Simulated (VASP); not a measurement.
A run of VASP 6.6.1 is set up as follows.

Contents of INCAR:

```
SYSTEM = Mg2SiO5
PREC = Accurate
ENCUT = 520
EDIFF = 1E-6
ISMEAR = 1
SIGMA = 0.23
LREAL = Auto
LASPH = .True.
NELM = 80
ALGO = Normal
ISIF = 2
LWAVE = .False.
LCHARG = .False.
GGA = PE
NBANDS = 52
```

Contents of KPOINTS:

```
regular mesh
0
Gamma
  5 5 5
  0 0 0
```

The input POSCAR:

```
Mg2SiO5
1.0
    0.0000000000      0.0000000000      5.0628180000
    4.1208810000     -5.3415960000      2.5314090000
    4.1208810000      5.3415960000     -2.5314090000
Mg Si O
4 2 10
Direct
    0.8800000000      0.3664400000      0.0478400000
    0.1986000000      0.6335600000      0.9521600000
    0.8800000000      0.9521600000      0.6335600000
    0.1986000000      0.0478400000      0.3664400000
    0.3859000000      0.1450000000      0.8550000000
    0.6759000000      0.8550000000      0.1450000000
    0.1972000000      0.3681000000      0.9553000000
    0.6100000000      0.6319000000      0.0447000000
    0.1972000000      0.0447000000      0.6319000000
    0.6100000000      0.9553000000      0.3681000000
    0.6832000000      0.1630000000      0.8370000000
    0.0092000000      0.8370000000      0.1630000000
    0.0000000000      0.3141000000      0.3141000000
    0.0000000000      0.6859000000      0.6859000000
    0.4400000000      0.0000000000      0.0000000000
    0.5280000000      0.5000000000      0.5000000000
```

Potentials or basis: VASP PAW PBE potentials, release 64 (Mg, Si, O).

Run with:

```console
$ cat potpaw_PBE.64/Mg/POTCAR potpaw_PBE.64/Si/POTCAR potpaw_PBE.64/O/POTCAR > POTCAR
$ mpirun -np 1 vasp_std > vasp.out
```

**Question.** What does it give for the pressure?

**Answer.** 5.0 GPa.

**Question.** Estimate the largest force.

**Answer.** 0.858 eV/Å.

Stress tensor (GPa, compression positive):
```
3.13 0.00 0.00
0.00 8.10 0.00
0.00 0.00 3.65
```
